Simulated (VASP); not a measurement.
# Ba5Sr3Ti8O24 (P1) in VASP: notebook, part 2 of 2

VASP 6.6.1. Earlier steps stand in the parts before.

## Step 4: Single point, r2SCAN

File POSCAR:

```
Ba5Sr3Ti8O24
1.0
    7.8884480000      0.0000000000      0.0000000000
    0.0000000000      7.8884480000      0.0000000000
    0.0000000000      0.0000000000      7.8884480000
Ba Sr Ti O
5 3 8 24
Direct
    0.9989850000      0.0001390000      0.0000200000
    0.9990050000      0.5001120000      0.4999880000
    0.4990130000      0.0001030000      0.5000090000
    0.4989890000      0.5000940000      0.9999840000
    0.4990210000      0.5001030000      0.4999930000
    0.9989070000      0.0000920000      0.4999760000
    0.9989930000      0.5000290000      0.0000250000
    0.4990020000      0.0000320000      0.9999200000
    0.2476990000      0.2438720000      0.2453700000
    0.2516560000      0.2456200000      0.7475660000
    0.2439500000      0.7461410000      0.2439370000
    0.2484730000      0.7480850000      0.7461870000
    0.7497970000      0.2517830000      0.2538020000
    0.7537590000      0.2541620000      0.7560330000
    0.7460550000      0.7542280000      0.2521500000
    0.7506270000      0.7563840000      0.7543530000
    0.2471410000      0.2516580000      0.0019840000
    0.2459460000      0.2489100000      0.5023860000
    0.2493570000      0.7533950000      0.0027870000
    0.2468870000      0.7549860000      0.5032230000
    0.7485650000      0.2469420000      0.9973030000
    0.7510110000      0.2455460000      0.4969010000
    0.7506890000      0.7489390000      0.9981480000
    0.7519480000      0.7513140000      0.4977560000
    0.9994920000      0.2499360000      0.2487040000
    0.9969930000      0.2483910000      0.7502030000
    0.0011030000      0.7519690000      0.2498370000
    0.9983890000      0.7505350000      0.7512370000
    0.4994520000      0.2477450000      0.2469510000
    0.4967010000      0.2467680000      0.7522640000
    0.5014160000      0.7536420000      0.2477140000
    0.4984440000      0.7525780000      0.7530720000
    0.2492290000      0.0029350000      0.2512790000
    0.2476940000      0.0018420000      0.7531140000
    0.2476240000      0.5035410000      0.2493920000
    0.2452720000      0.5022270000      0.7547270000
    0.7505460000      0.9986920000      0.2472550000
    0.7488330000      0.9974530000      0.7487430000
    0.7527330000      0.4983130000      0.2453840000
    0.7505390000      0.4968890000      0.7508680000
```

File INCAR.step1:

```
SYSTEM = Ba5Sr3Ti8O24
PREC = Accurate ; ENCUT = 770
ISMEAR = -1 ; SIGMA = 0.05
LREAL = Auto ; LASPH = .TRUE.
NELM = 120 ; ISYM = -1
NBANDS = 186 ; GGA = PE
ALGO = Normal ; EDIFF = 1E-5
LWAVE = .TRUE. ; LCHARG = .FALSE.
GGA_COMPAT = .FALSE.
```

File INCAR.step2:

```
SYSTEM = Ba5Sr3Ti8O24
PREC = Accurate ; ENCUT = 770
EDIFF = 1E-6 ; ISMEAR = -1
SIGMA = 0.05 ; LREAL = Auto
LASPH = .TRUE. ; NELM = 120
ALGO = Normal ; ISIF = 2
LWAVE = .FALSE. ; LCHARG = .TRUE.
METAGGA = R2SCAN ; LMIXTAU = .TRUE.
LELF = .TRUE. ; LVHAR = .TRUE.
ISYM = -1 ; NBANDS = 186
ISTART = 1 ; GGA_COMPAT = .FALSE.
```

File KPOINTS:

```
explicit points
1
Reciprocal
  0.25000000   0.25000000   0.25000000 1
```

Potentials or basis: VASP PAW PBE potentials, release 64 (Ba_sv, Sr_sv, Ti_sv, O).

Run with:

```bash
> cat potpaw_PBE.64/Ba_sv/POTCAR potpaw_PBE.64/Sr_sv/POTCAR potpaw_PBE.64/Ti_sv/POTCAR potpaw_PBE.64/O/POTCAR > POTCAR
> cp INCAR.step1 INCAR
> mpirun -np 1 vasp_std > vasp.out
> cp INCAR.step2 INCAR
> mpirun -np 1 vasp_std > vasp.out
```

OUTCAR:

```text
SYSTEM = Ba5Sr3Ti8O24
   PREC = Accurate
   ENCUT = 770
   EDIFF = 1E-6
   ISMEAR = -1
   LREAL = Auto
   LASPH = .TRUE.
   NELM = 120
   ISIF = 2
   METAGGA = R2SCAN
   ISYM = -1
   ISTART = 1

 ion  position               nearest neighbor table
   1  0.999  0.000  0.000-  34 2.76  37 2.76  19 2.77  21 2.77  27 2.78  26 2.78  28 2.78  25 2.78
                            23 2.79  17 2.79  38 2.80  33 2.80  16 3.36   9 3.36  11 3.38  14 3.39
   2  0.999  0.500  0.500-  18 2.78  24 2.78  35 2.78  40 2.79  39 2.79  36 2.80  25 2.80  28 2.80
[... 422 lines left out ...]
  Total       14.4594916     14.9221519     15.0129885     -2.2935730     -2.0240321     -2.4045189
  in kB       47.1942301     48.7043037     49.0007844     -7.4859762     -6.6062237     -7.8480918
  external PRESSURE =      48.2997728 kB  Pullay stress =       0.0000000 kB

 VOLUME and BASIS-vectors are now :
 -----------------------------------------------------------------------------
  energy-cutoff  :      770.00
  volume of cell :      490.88
      direct lattice vectors                 reciprocal lattice vectors
     7.888448000  0.000000000  0.000000000     0.126767648  0.000000000  0.000000000
     0.000000000  7.888448000  0.000000000     0.000000000  0.126767648  0.000000000
     0.000000000  0.000000000  7.888448000     0.000000000  0.000000000  0.126767648

 POSITION                                       TOTAL-FORCE (eV/Angst)
 -----------------------------------------------------------------------------------
      7.88044      0.00110      0.00016        -0.000397     -0.000771     -0.002718
      7.88060      3.94511      3.94413        -0.000355      0.000367     -0.000521
      3.93644      0.00081      3.94429         0.000521     -0.000193     -0.002285
      3.93625      3.94497      7.88832         0.000895      0.001534     -0.000251
      3.93650      3.94504      3.94417        -0.000795      0.000145     -0.000628
      7.87983      0.00073      3.94403         0.008813     -0.001177     -0.001684
[... 32 lines left out ...]
      5.93790      3.93092      1.93570         0.053065      0.026326     -0.036763
      5.92059      3.91968      5.92318         0.055079      0.063213      0.057192
 -----------------------------------------------------------------------------------
    total drift:                               -0.011595      0.016086      0.020399

  FREE ENERGIE OF THE ION-ELECTRON SYSTEM (eV)
  ---------------------------------------------------
  free  energy   TOTEN  =      -561.0334433746 eV

  energy  without entropy=     -561.0334433746  energy(sigma->0) =     -561.03344337
```

OSZICAR.step1:

```text
N       E                     dE             d eps       ncg     rms          rms(c)
DAV:   1     0.534951483104E+04    0.53495E+04   -0.19728E+05   372   0.251E+03
DAV:   2     0.800793978812E+03   -0.45487E+04   -0.43520E+04   372   0.674E+02
DAV:   3    -0.295829705533E+03   -0.10966E+04   -0.10338E+04   476   0.271E+02
DAV:   4    -0.397452451772E+03   -0.10162E+03   -0.10118E+03   496   0.867E+01
DAV:   5    -0.404367137447E+03   -0.69147E+01   -0.69094E+01   600   0.205E+01    0.701E+01
DAV:   6    -0.318493675386E+03    0.85873E+02   -0.52481E+02   536   0.822E+01    0.354E+01
DAV:   7    -0.320491014800E+03   -0.19973E+01   -0.90644E+01   512   0.265E+01    0.223E+01
DAV:   8    -0.321117646519E+03   -0.62663E+00   -0.19346E+01   536   0.172E+01    0.101E+01
DAV:   9    -0.319775830246E+03    0.13418E+01   -0.73096E+00   520   0.107E+01    0.248E+00
DAV:  10    -0.319872171859E+03   -0.96342E-01   -0.95577E-01   496   0.301E+00    0.223E+00
DAV:  11    -0.319803198859E+03    0.68973E-01   -0.26526E-01   512   0.215E+00    0.462E-01
DAV:  12    -0.319803842448E+03   -0.64359E-03   -0.45330E-02   552   0.603E-01    0.341E-01
DAV:  13    -0.319803610910E+03    0.23154E-03   -0.44200E-03   528   0.312E-01    0.188E-01
DAV:  14    -0.319803813808E+03   -0.20290E-03   -0.18652E-03   512   0.171E-01    0.999E-02
DAV:  15    -0.319803844402E+03   -0.30594E-04   -0.68476E-04   552   0.112E-01    0.756E-02
DAV:  16    -0.319803804410E+03    0.39992E-04   -0.21208E-04   472   0.650E-02    0.290E-02
DAV:  17    -0.319803797412E+03    0.69983E-05   -0.72133E-05   424   0.311E-02
   1 F= -.31980380E+03 E0= -.31980380E+03  d E =-.101191E-09
```

It took 15 min on 1 thread of Intel Xeon 6975P-C (Granite Rapids), shared host; peak memory 0.95 GiB.

Results:

```yaml
Free_energy: -561.0334 eV
Pressure: 4.8 GPa
Largest_force: 0.106 eV/Å
Band_gap_on_the_k_mesh: 3.01 eV
```

Forces in eV/Å, atoms in the order of the input:
```
Ba   0.000 -0.001 -0.003
Ba   0.000  0.000 -0.001
Ba   0.001  0.000 -0.002
Ba   0.001  0.002  0.000
Ba  -0.001  0.000 -0.001
Sr   0.009 -0.001 -0.002
Sr   0.008  0.000 -0.003
Sr   0.009  0.001  0.000
Ti   0.009  0.045  0.044
Ti  -0.061  0.015  0.045
Ti   0.049  0.058  0.045
Ti  -0.025  0.044  0.062
Ti   0.011 -0.039 -0.060
Ti  -0.043 -0.061 -0.042
Ti   0.054 -0.010 -0.040
Ti  -0.028 -0.045 -0.042
O    0.014 -0.007 -0.026
O   -0.037 -0.048 -0.032
O   -0.001 -0.016 -0.043
O   -0.064  0.030 -0.031
O    0.007  0.012  0.041
O    0.066 -0.019  0.025
O   -0.002  0.009  0.040
O    0.044  0.048  0.047
O   -0.004  0.003  0.001
O    0.039  0.008 -0.005
O   -0.044 -0.018  0.003
O    0.020 -0.010 -0.007
O   -0.022 -0.041 -0.041
O    0.030 -0.035  0.053
O   -0.039  0.032 -0.059
O    0.016  0.040  0.045
O   -0.018 -0.046 -0.021
O    0.003 -0.028 -0.025
O   -0.067 -0.052 -0.063
O   -0.044 -0.027  0.034
O   -0.016  0.018  0.023
O    0.020  0.051  0.018
O    0.053  0.026 -0.037
O    0.055  0.063  0.057
```

Stress tensor (GPa, compression positive):
```
 4.72 -0.75 -0.78
-0.75  4.87 -0.66
-0.78 -0.66  4.90
```

Levels at points of the mesh, in eV from the valence-band top:
```tsv
k point	band 157	band 158	band 159	band 160	band 161	band 162	band 163	band 164
(0.25, 0.25, 0.25)	-0.10	-0.09	-0.08	0.00	3.01	3.08	3.10	3.15
```

Caveat: the cell stands under pressure; the PAW data sets were made with another functional, which shifts forces and pressure a little; spin-orbit coupling is left out, which moves the levels of the heavy elements; a shifted mesh leaves out Γ, where band edges can lie. A k mesh can miss the band edges.

## Step 5: Overview

| task | level | cell | cutoff (eV) | gap on the mesh (eV) | pressure (GPa) | largest force (eV/Å) |
| --- | --- | --- | --- | --- | --- | --- |
| single point | PBEsol | a = 7.888 Å, 40 atoms, atomic positions A | 700 | 2.57 | 1.4 | 0.05 |
| relaxation of volume and atoms at fixed shape | PBEsol | relaxed from a = 7.881 Å, 40 atoms, atomic positions B | 700 | 2.49 | 0.0 | 0.03 |
| single point | r2SCAN | a = 7.888 Å, 40 atoms, atomic positions A | 770 | 3.01 | 4.8 | 0.11 |

Alike in all rows: potentials or basis VASP PAW PBE potentials, release 64 (Ba_sv, Sr_sv, Ti_sv, O); no spin polarisation; k mesh 1 × 1 × 1, shifted; smearing fermi-dirac 0.05 eV.

Caveats: the PAW data sets were made with another functional, which shifts forces and pressure a little; spin-orbit coupling is left out, which moves the levels of the heavy elements; a shifted mesh leaves out Γ, where band edges can lie; the cell stands under pressure (at least some runs).

Absolute energies hang on the potentials; compare differences alone.
